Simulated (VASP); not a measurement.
# Be3CdS2 (P4/mmm) in VASP: single point with PBE

Aim: the single point of Be3CdS2 with PBE.

Program: VASP 6.6.1. These are calculated values, not measurements. Logs are shortened: lines on timing, memory, paths and dates and some standing lists are left out, and cuts for length are marked.

## Step 1: The cell of the first run

The structure is tetragonal, space group P4/mmm (No. 123). Conventional cell: a = 5.185 Å, b = 5.185 Å, c = 3.930 Å, α = 90.00°, β = 90.00°, γ = 90.00°. Be (site symmetry 4/mmm) has 4 S at 2.59 Å and 8 Be at 3.25 Å within 3.4 Å. Be (site symmetry mmm) has 2 S at 1.97 Å within 2.6 Å. Within 3.4 Å of Cd (site symmetry 4/mmm) lie 4 S at 2.59 Å and 8 Be at 3.25 Å. Within 2.6 Å of S (site symmetry mmm) lie 4 Be at 1.97 to 2.59 Å and 2 Cd at 2.59 Å.

The cell was generated, and may not be a known phase.

## Step 2: Single point, PBE

Input file INCAR:

```
SYSTEM = Be3CdS2
PREC = Accurate
ENCUT = 630
EDIFF = 1E-6
ISMEAR = 0
SIGMA = 0.1
LREAL = .False.
LASPH = .True.
NELM = 120
ALGO = Normal
ISIF = 2
LWAVE = .False.
LCHARG = .True.
GGA = PE
LELF = .True.
LVHAR = .True.
NBANDS = 28
GGA_COMPAT = .False.
```

Input file KPOINTS:

```
regular mesh
0
Gamma
  4 4 4
  0 0 0
```

Input file POSCAR:

```
Be3CdS2
1.0
    5.1852376134      0.0000000000      0.0000000000
    0.0000000000      5.1852376134      0.0000000000
    0.0000000000      0.0000000000      3.9301830589
Be Cd S
3 1 2
Direct
    0.0000000000      0.0000000000      0.0000000000
    0.0000000000      0.5000000000      0.5000000000
    0.5000000000      0.0000000000      0.5000000000
    0.5000000000      0.5000000000      0.0000000000
    0.0000000000      0.5000000000      0.0000000000
    0.5000000000      0.0000000000      0.0000000000
```

Potentials or basis: VASP PAW PBE potentials, release 64 (Be, Cd_sv_GW, S).

Run with:

```sh
> cat potpaw_PBE.64/Be/POTCAR potpaw_PBE.64/Cd_sv_GW/POTCAR potpaw_PBE.64/S/POTCAR > POTCAR
> mpirun -np 1 vasp_std > vasp.out
```

OUTCAR:

```text
SYSTEM = Be3CdS2
   PREC = Accurate
   ENCUT = 630
   EDIFF = 1E-6
   ISMEAR = 0
   LREAL = .False.
   LASPH = .True.
   NELM = 120
   ISIF = 2
   GGA = PE

 ion  position               nearest neighbor table
   1  0.000  0.000  0.000-
   2  0.000  0.500  0.500-   5 1.97   5 1.97
   3  0.500  0.000  0.500-   6 1.97   6 1.97
   4  0.500  0.500  0.000-   5 2.59   6 2.59   6 2.59   5 2.59
   5  0.000  0.500  0.000-   2 1.97   2 1.97   4 2.59   4 2.59
   6  0.500  0.000  0.000-   3 1.97   3 1.97   4 2.59   4 2.59

  LATTYP: Found a simple tetragonal cell.
 ALAT       =     5.1852376134
 C/A-ratio  =     0.7579562118

  Lattice vectors:

 A1 = (   5.1852376134,   0.0000000000,   0.0000000000)
 A2 = (   0.0000000000,   5.1852376134,   0.0000000000)
 A3 = (   0.0000000000,   0.0000000000,   3.9301830589)

Analysis of symmetry for initial positions (statically):
=====================================================================
 Subroutine PRICEL returns:
 Original cell was already a primitive cell.

 Routine SETGRP: Setting up the symmetry group for a
 simple tetragonal supercell.

 Subroutine GETGRP returns: Found 16 space group operations
 (whereof 16 operations were pure point group operations)
 out of a pool of 16 trial point group operations.

The static configuration has the point symmetry D_4h.

Analysis of symmetry for dynamics (positions and initial velocities):
=====================================================================
 Subroutine PRICEL returns:
 Original cell was already a primitive cell.

 Routine SETGRP: Setting up the symmetry group for a
 simple tetragonal supercell.

 Subroutine GETGRP returns: Found 16 space group operations
 (whereof 16 operations were pure point group operations)
 out of a pool of 16 trial point group operations.

The dynamic configuration has the point symmetry D_4h.

 Subroutine INISYM returns: Found 16 space group operations
 (whereof 16 operations are pure point group operations),
 and found     1 'primitive' translations

----------------------------------------------------------------------------------------

                                     Primitive cell

  volume of cell :     105.6696

  direct lattice vectors                    reciprocal lattice vectors
     5.185237613  0.000000000  0.000000000     0.192855193  0.000000000  0.000000000
     0.000000000  5.185237613  0.000000000     0.000000000  0.192855193  0.000000000
     0.000000000  0.000000000  3.930183059     0.000000000  0.000000000  0.254441074

  length of vectors
     5.185237613  5.185237613  3.930183059     0.192855193  0.192855193  0.254441074

  position of ions in fractional coordinates (direct lattice)
     0.000000000  0.000000000  0.000000000
     0.000000000  0.500000000  0.500000000
     0.500000000  0.000000000  0.500000000
     0.500000000  0.500000000  0.000000000
     0.000000000  0.500000000  0.000000000
     0.500000000  0.000000000  0.000000000

  ion indices of the primitive-cell ions
   primitive index   ion index
                 1           1
                 2           2
                 3           3
                 4           4
                 5           5
                 6           6

----------------------------------------------------------------------------------------

 KPOINTS: regular mesh

Automatic generation of k-mesh.
 Grid dimensions read from file:
 generate k-points for:    4    4    4

 Generating k-lattice:

  Cartesian coordinates                     Fractional coordinates (reciprocal lattice)
     0.048213798  0.000000000  0.000000000     0.250000000  0.000000000  0.000000000
     0.000000000  0.048213798  0.000000000     0.000000000  0.250000000  0.000000000
     0.000000000  0.000000000  0.063610269     0.000000000  0.000000000  0.250000000

  Length of vectors
     0.048213798  0.048213798  0.063610269

  Shift w.r.t. Gamma in fractional coordinates (k-lattice)
     0.000000000  0.000000000  0.000000000

 Subroutine IBZKPT returns following result:
 ===========================================

 Found     18 irreducible k-points:

 Following reciprocal coordinates:
            Coordinates               Weight
  0.000000  0.000000  0.000000      1.000000
  0.250000  0.000000  0.000000      4.000000
  0.500000  0.000000  0.000000      2.000000
  0.250000  0.250000  0.000000      4.000000
  0.500000  0.250000  0.000000      4.000000
  0.500000  0.500000  0.000000      1.000000
[... 10 lines left out ...]
  0.500000  0.250000  0.500000      4.000000
  0.500000  0.500000  0.500000      1.000000
   k-points           NKPTS =     18   k-points in BZ     NKDIM =     18   number of bands    NBANDS=     28
   number of dos      NEDOS =    301   number of ions     NIONS =      6
   total plane-waves  NPLWV =  56448
   dimension x,y,z NGX =    42 NGY =   42 NGZ =   32
   dimension x,y,z NGXF=    84 NGYF=   84 NGZF=   64
   ions per type =               3   1   2
   NGX,Y,Z   is equivalent  to a cutoff of  13.47, 13.47, 13.54 a.u.
   NGXF,Y,Z  is equivalent  to a cutoff of  26.93, 26.93, 27.07 a.u.
 SYSTEM =  Be3CdS2
   PREC   = accura    normal or accurate (medium, high low for compatibility)
   ISTART =      0    job   : 0-new  1-cont  2-samecut
   ICHARG =      2    charge: 1-file 2-atom 10-const
   ISPIN  =      1    spin polarized calculation?
   LNONCOLLINEAR =      F non collinear calculations
   LSORBIT =      F    spin-orbit coupling
   LASPH  =      T    aspherical Exc in radial PAW
   ENCUT  =  630.0 eV  46.30 Ry    6.80 a.u.  10.61 10.61  8.04*2*pi/ulx,y,z
   NELM   =    120;   NELMIN=  2; NELMDL= -5     # of ELM steps
   EDIFF  = 0.1E-05   stopping-criterion for ELM
   LREAL  =      F    real-space projection
   EDIFFG = 0.1E-04   stopping-criterion for IOM
   NSW    =      0    number of steps for IOM
   IBRION =     -1    ionic relax: 0-MD 1-quasi-New 2-CG
   NFREE  =      0    steps in history (QN), initial steepest desc. (CG)
   ISIF   =      2    stress and relaxation
   ISYM   =      2    0-nonsym 1-usesym 2-fastsym
   POTIM  = 0.5000    time-step for ionic-motion
   TEBEG  =    0.0;   TEEND  =   0.0 temperature during run
   PSTRESS=    0.0 pullay stress
   NELECT =      38.0000    total number of electrons
   NUPDOWN=      -1.0000    fix difference up-down
   EMIN   =  10.00;   EMAX   =-10.00  energy-range for DOS
   EFERMI =   0.00;   METHOD = LEGACY
   ISMEAR =     0;   SIGMA  =   0.10  broadening in eV -4-tet -1-fermi 0-gaus
   EFERMI_NEDOS =   21; number of points for ismear=-14 and -15
   IALGO  =     38    algorithm
   IMIX   =      4    mixing-type and parameters
     AMIX     =   0.40;   BMIX     =  1.00
     AMIX_MAG =   1.60;   BMIX_MAG =  1.00
  volume/ion in A,a.u.               =      17.61       118.85
  Fermi-wavevector in a.u.,A,eV,Ry     =   1.164178  2.199977 18.440113  1.355310
  Thomas-Fermi vector in A             =   2.300719
   LORBIT       =      0    0 simple, 1 ext, 2 COOP (PROOUT), +10 PAW based schemes
   GGA     = PE    functional components
   LHFCALC =     F    Hartree Fock is set to
   AEXX    =    0.0000 exact exchange contribution
   IVDW    =     0    specifies the selected vdW correction
   LEPSILON=     F    determine dielectric tensor
   LRPA    =     F    only Hartree local field effects (RPA)
 non-spin polarized calculation
 Gauss-broadening in eV      SIGMA  =   0.10
  energy-cutoff  :      630.00
  volume of cell :      105.67
 maximum number of plane-waves:      3816
   NGX = 21   NGY = 21   NGZ = 17

 number of electron      38.0000019 magnetization

 Free energy of the ion-electron system (eV)
  ---------------------------------------------------
  ext. energy  EPLUGINS =         0.00000000
  ---------------------------------------------------
  free energy    TOTEN  =       -16.91736075 eV

  energy without entropy =      -16.91094783  energy(sigma->0) =      -16.91415429

 E-fermi :   5.1729     XC(G=0):  -9.4899

 val. band max:        5.0682176668   @ k =   0.5000   0.0000   0.2500
 cond. band min:       5.1730496054   @ k =   0.5000   0.2500   0.0000
 fundamental gap:      0.1048319386
 Fermi energy:         5.1728506763

 k-point     1 :       0.0000    0.0000    0.0000
  band No.  band energies     occupation
      1     -98.0366      2.00000
      2     -59.1173      2.00000
      3     -59.1173      2.00000
      4     -59.0516      2.00000
      5     -10.4716      2.00000
      6      -9.7131      2.00000
[... 20 lines left out ...]
     27      10.7317      0.00000
     28      11.3556      0.00000

 k-point     2 :       0.2500    0.0000    0.0000
  band No.  band energies     occupation
      1     -98.0366      2.00000
      2     -59.1174      2.00000
      3     -59.1174      2.00000
      4     -59.0517      2.00000
      5     -10.3324      2.00000
      6      -9.7753      2.00000
[... 20 lines left out ...]
     27      10.4102      0.00000
     28      10.6569      0.00000

 k-point     3 :       0.5000    0.0000    0.0000
  band No.  band energies     occupation
      1     -98.0366      2.00000
      2     -59.1174      2.00000
      3     -59.1174      2.00000
      4     -59.0516      2.00000
      5     -10.1041      2.00000
      6      -9.9233      2.00000
[... 20 lines left out ...]
     27       9.8228      0.00000
     28      10.1294      0.00000

 k-point     4 :       0.2500    0.2500    0.0000
  band No.  band energies     occupation
      1     -98.0366      2.00000
      2     -59.1174      2.00000
      3     -59.1174      2.00000
      4     -59.0516      2.00000
      5     -10.2070      2.00000
      6      -9.8060      2.00000
[... 392 lines left out ...]
     27      10.0034      0.00000
     28      10.7760      0.00000

 k-point    17 :       0.5000    0.2500    0.5000
  band No.  band energies     occupation
      1     -98.0366      2.00000
      2     -59.1174      2.00000
      3     -59.1174      2.00000
      4     -59.0522      2.00000
      5      -9.9257      2.00000
      6      -9.8292      2.00000
[... 20 lines left out ...]
     27      10.3891      0.00000
     28      10.5549      0.00000

 k-point    18 :       0.5000    0.5000    0.5000
  band No.  band energies     occupation
      1     -98.0366      2.00000
      2     -59.1173      2.00000
      3     -59.1173      2.00000
      4     -59.0522      2.00000
      5      -9.8202      2.00000
      6      -9.8202      2.00000
[... 20 lines left out ...]
     27       9.8828      0.00000
     28       9.8913      0.00000

------------------------ aborting loop because EDIFF is reached ----------------------------------------

  FORCE on cell =-STRESS in cart. coord.  units (eV):
  Direction    XX          YY          ZZ          XY          YZ          ZX
  --------------------------------------------------------------------------------------
  -------------------------------------------------------------------------------------
  Total        0.0240888      0.0240888     -0.1254956      0.0000000     -0.0000000      0.0000000
  in kB        0.3652378      0.3652378     -1.9027810      0.0000000     -0.0000000      0.0000000
  external PRESSURE =      -0.3907685 kB  Pullay stress =       0.0000000 kB

 VOLUME and BASIS-vectors are now :
 -----------------------------------------------------------------------------
  energy-cutoff  :      630.00
  volume of cell :      105.67
      direct lattice vectors                 reciprocal lattice vectors
     5.185237613  0.000000000  0.000000000     0.192855193  0.000000000  0.000000000
     0.000000000  5.185237613  0.000000000     0.000000000  0.192855193  0.000000000
     0.000000000  0.000000000  3.930183059     0.000000000  0.000000000  0.254441074

 POSITION                                       TOTAL-FORCE (eV/Angst)
 -----------------------------------------------------------------------------------
      0.00000      0.00000      0.00000         0.000000      0.000000      0.000000
      0.00000      2.59262      1.96509         0.000000      0.000000      0.000000
      2.59262      0.00000      1.96509         0.000000      0.000000      0.000000
      2.59262      2.59262      0.00000         0.000000      0.000000      0.000000
      0.00000      2.59262      0.00000         0.000000      0.000000      0.000000
      2.59262      0.00000      0.00000         0.000000      0.000000      0.000000
 -----------------------------------------------------------------------------------
    total drift:                                0.000000     -0.000000     -0.000000

  FREE ENERGIE OF THE ION-ELECTRON SYSTEM (eV)
  ---------------------------------------------------
  free  energy   TOTEN  =       -16.9173607497 eV

  energy  without entropy=      -16.9109478332  energy(sigma->0) =      -16.91415429
```

Wall time 75 s (1 thread of AMD EPYC 7R43 (Zen 3), shared host); peak memory 0.23 GiB.

Results:

| Quantity | Value |
| --- | --- |
| Free energy | -16.9174 eV |
| Pressure | 0.0 GPa |
| Band gap on the k mesh | zero (bands 19 and 20 overlap by 0.65 eV) |

Caveat: the k points lie up to 0.40 Å⁻¹ apart, too coarse for converged energies and pressures of a metal; semilocal functionals underestimate gaps, and a narrow one can read as zero.

The gap in the log of VASP goes by the Fermi energy; the results here count the filled bands.